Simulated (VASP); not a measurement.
**ZrSi3O8: single point with PBE**

Crystal: ZrSi3O8.

```
Si O Zr
1.0
     3.46970    0.00000    0.00000
     0.00000    5.81364    0.00000
     0.00000    0.00000    5.74628
Si O Zr
3 8 1
Direct
  0.00000 0.00000 0.07890
  0.50000 0.24743 0.44188
  0.50000 0.75257 0.44188
  0.50000 0.00000 0.58564
  0.50000 0.00000 0.16298
  0.00000 0.23434 0.34306
  0.00000 0.20541 0.88382
  0.50000 0.50000 0.60935
  0.50000 0.50000 0.20361
  0.00000 0.76566 0.34306
  0.00000 0.79459 0.88382
  0.00000 0.50000 0.02200
```

* Program: VASP 6.6.1
* Task: single point
* Functional: PBE
* Potentials or basis: VASP PAW PBE potentials, release 64 (Si, O, Zr_sv)
* Cutoff: 520 eV
* k mesh: 8 × 4 × 4
* Occupations: fermi-dirac, width 0.02 eV
* Spin: no spin polarisation
* Dipole correction: no
* Further INCAR settings: ALGO = Normal; EDIFF = 1e-06; NBANDS = 48

```yaml
Pressure: 7.3 GPa
Largest_force: 0.474 eV/Å
Band_gap_on_the_k_mesh: 3.70 eV (least direct gap 3.79 eV)
```

Forces on the atoms (eV/Å):
```
Si   0.000  0.000  0.353
Si   0.000  0.076 -0.107
Si   0.000 -0.076 -0.107
O    0.000  0.000  0.474
O    0.000  0.000  0.003
O    0.000  0.030 -0.026
O    0.000  0.118 -0.458
O    0.000  0.000  0.335
O    0.000  0.000 -0.058
O    0.000 -0.030 -0.026
O    0.000 -0.118 -0.458
Zr   0.000  0.000  0.075
```

Stress tensor (GPa, compression positive):
```
7.06 0.00 0.00
0.00 8.09 0.00
0.00 0.00 6.84
```

Levels at points of the mesh, in eV from the valence-band top:
```tsv
k point	band 32	band 33	band 34	band 35	band 36	band 37	band 38	band 39	band 40	band 41
(0.00, 0.00, 0.00)	-1.19	-0.74	-0.53	-0.29	-0.09	3.70	4.61	5.64	5.70	6.21
(0.50, 0.00, 0.00)	-1.08	-1.05	-0.80	-0.47	-0.14	4.64	5.20	5.62	6.38	7.14
(0.00, 0.50, 0.00)	-1.52	-1.09	-0.80	-0.72	-0.07	4.81	5.46	6.03	6.08	6.36
(0.50, 0.50, 0.00)	-1.43	-0.91	-0.90	-0.77	-0.24	4.81	5.22	5.41	7.02	8.38
(0.00, 0.00, 0.50)	-1.39	-1.01	-0.74	-0.42	-0.16	4.19	5.33	5.72	6.06	6.39
(0.50, 0.00, 0.50)	-1.41	-1.22	-0.15	-0.14	0.00	4.96	5.13	5.59	6.35	7.81
(0.00, 0.50, 0.50)	-1.43	-1.30	-0.69	-0.65	-0.63	4.84	5.43	6.08	6.34	6.58
(0.50, 0.50, 0.50)	-1.17	-1.00	-0.62	-0.29	-0.09	5.04	5.28	5.36	7.20	8.48
```

It took 6 min on 1 thread of AMD EPYC 7R43 64-Core Processor (Zen 3) (shared host), peak memory 0.31 GiB.

Caveat: the cell stands under pressure. A k mesh can miss the band edges.
